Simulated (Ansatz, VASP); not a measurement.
## AlC3: VASP beside Ansatz

Contents of INCAR:

```
  PREC = Accurate
  ENCUT = 520
  EDIFF = 1E-6
  ISMEAR = 0
  SIGMA = 0.1
  LREAL = F
  LASPH = T
  NELM = 60
  ALGO = Normal
  ISIF = 2
  LWAVE = F
  LCHARG = T
  GGA = PS
  LELF = T
  LVHAR = T
  NBANDS = 16
```

KPOINTS

```
regular mesh
0
Gamma
  12 12 12
```

Contents of POSCAR:

```
AlC3
1.0
    3.2079290000      0.0000000000      0.0000000000
    0.0000000000      3.2079290000      0.0000000000
    0.0000000000      0.0000000000      3.2079290000
Al C
1 3
Direct
    0.0000000000      0.0000000000      0.0000000000
    0.0000000000      0.5000000000      0.5000000000
    0.6168978490      0.0000000000      0.5000000000
    0.5000000000      0.5000000000      0.0000000000
```

Input for Ansatz:

```yaml
crystal:
  lattice:
    - [3.207929, 0.0, 0.0]
    - [0.0, 3.207929, 0.0]
    - [0.0, 0.0, 3.207929]
  atoms:
    - { symbol: Al, position: [0.0, 0.0, 0.0] }
    - { symbol: C, position: [0.0, 0.5, 0.5] }
    - { symbol: C, position: [0.616897849, 0.0, 0.5] }
    - { symbol: C, position: [0.5, 0.5, 0.0] }
basis:
  ecutwfc: 420
kpoints:
  mp_grid: { grid: [12, 12, 12] }
hamiltonian:
  xc: pbesol
scf:
  occupations: { method: gaussian, width: 0.1 }
output:
  forces: true
  stress: true
  eigenvalues: true
```

Change from the starting cell: one atom moved.

Alike in both runs: task single point; functional PBEsol; k mesh 12 × 12 × 12; occupations gaussian, width 0.1 eV; no spin polarisation.

```csv
,VASP,Ansatz
version,VASP 6.6.1,Ansatz 0.2.0
potentials or method,"VASP PAW PBE potentials, release 64 (Al, C), cutoff 520 eV","scalar-relativistic, plane waves, PAW"
valence electrons in the cell,15,15
```

|  | VASP | Ansatz | Ansatz less VASP |
| --- | --- | --- | --- |
| gap on the k mesh at the Fermi level (eV) | none | none | - |
| pressure (GPa) | 0.2 | 0.1 | -0.07 |
| traceless stress, the component that is largest in VASP (GPa) | 13.96 | 13.96 | +0.003 |
| rms of the force components (eV/Å) | 0.608 | 0.606 | -0.0025 |

VASP's potentials were made for PBE, not for PBEsol. Atom by atom the forces differ by 0.005 eV/Å (rms over components). A gap of «none» marks a metal or a gap that the smearing closes.
